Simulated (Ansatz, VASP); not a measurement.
**One calculation of CO2, two programs**

INCAR

```
PREC     = Accurate       # precision mode
ENCUT    = 520            # plane-wave cutoff, eV
EDIFF    = 1E-6           # SCF threshold, eV
ISMEAR   = 0              # smearing method
SIGMA    = 0.05           # smearing width, eV
LREAL    = False          # projectors in reciprocal space
LASPH    = True           # aspherical terms in the spheres
NELM     = 80             # most SCF steps
ALGO     = Normal         # electronic algorithm
ISIF     = 2              # what is computed and relaxed
LWAVE    = False          # write WAVECAR
LCHARG   = False          # write CHGCAR
GGA      = PE             # functional
NBANDS   = 44             # bands
```

File KPOINTS:

```
Automatic mesh
0
Gamma
  4 4 4
```

The input POSCAR:

```
CO2
1.0
    6.0975335023      0.0000000000      0.0000000000
    0.0000000000      6.0975335023      0.0000000000
    0.0000000000      0.0000000000      5.4048536964
C O
4 8
Direct
    0.0000000000      0.0000000000      0.0000000000
    0.5000000000      0.0000000000      0.5000000000
    0.5000000000      0.5000000000      0.0000000000
    0.0000000000      0.5000000000      0.5000000000
    0.1114834447      0.1114834447      0.1114834447
    0.3885165553      0.8885165553      0.6114834447
    0.6114834447      0.3885165553      0.8885165553
    0.8885165553      0.6114834447      0.3885165553
    0.8885165553      0.8885165553      0.8885165553
    0.6114834447      0.1114834447      0.3885165553
    0.3885165553      0.6114834447      0.1114834447
    0.1114834447      0.3885165553      0.6114834447
```

Input for Ansatz:

```yaml
crystal:
  lattice:
    - [6.0975335023, 0.0, 0.0]
    - [0.0, 6.0975335023, 0.0]
    - [0.0, 0.0, 5.4048536964]
  atoms:
    - { symbol: C, position: [0.0, 0.0, 0.0] }
    - { symbol: C, position: [0.5, 0.0, 0.5] }
    - { symbol: C, position: [0.5, 0.5, 0.0] }
    - { symbol: C, position: [0.0, 0.5, 0.5] }
    - { symbol: O, position: [0.1114834447, 0.1114834447, 0.1114834447] }
    - { symbol: O, position: [0.3885165553, 0.8885165553, 0.6114834447] }
    - { symbol: O, position: [0.6114834447, 0.3885165553, 0.8885165553] }
    - { symbol: O, position: [0.8885165553, 0.6114834447, 0.3885165553] }
    - { symbol: O, position: [0.8885165553, 0.8885165553, 0.8885165553] }
    - { symbol: O, position: [0.6114834447, 0.1114834447, 0.3885165553] }
    - { symbol: O, position: [0.3885165553, 0.6114834447, 0.1114834447] }
    - { symbol: O, position: [0.1114834447, 0.3885165553, 0.6114834447] }
basis:
  ecutwfc: 520.0
kpoints:
  mp_grid: { grid: [4, 4, 4] }
hamiltonian:
  xc: pbe
scf:
  occupations: { method: gaussian, width: 0.05 }
output:
  forces: true
  stress: true
  eigenvalues: true
```

Alike in both runs: task single point; functional PBE; k mesh 4 × 4 × 4; occupations gaussian, width 0.05 eV; no spin polarisation.

|  | VASP | Ansatz |
| --- | --- | --- |
| version | VASP 6.6.1 | Ansatz 0.2.0 |
| potentials or method | VASP PAW PBE potentials, release 64 (C, O), cutoff 520 eV | scalar-relativistic, plane waves, PAW |
| valence electrons in the cell | 64 | 64 |

Ansatz gave:

```
gap on the k mesh at the Fermi level (eV)                     : 6.85
least direct gap on the mesh (eV)                             : 6.85
pressure (GPa)                                                : 10.0
traceless stress, the component that is largest in VASP (GPa) : -1.12
rms of the force components (eV/Å)                            : 1.889
```

Which values does VASP return?

gap on the k mesh at the Fermi level (eV): 6.84; least direct gap on the mesh (eV): 6.84; pressure (GPa): 11.7; traceless stress, the component that is largest in VASP (GPa): -1.41; rms of the force components (eV/Å): 2.279.

Atom by atom the forces differ by 0.390 eV/Å (rms over components).

Noted on VASP's run: the standard files for N, O and F lose accuracy on very short bonds.
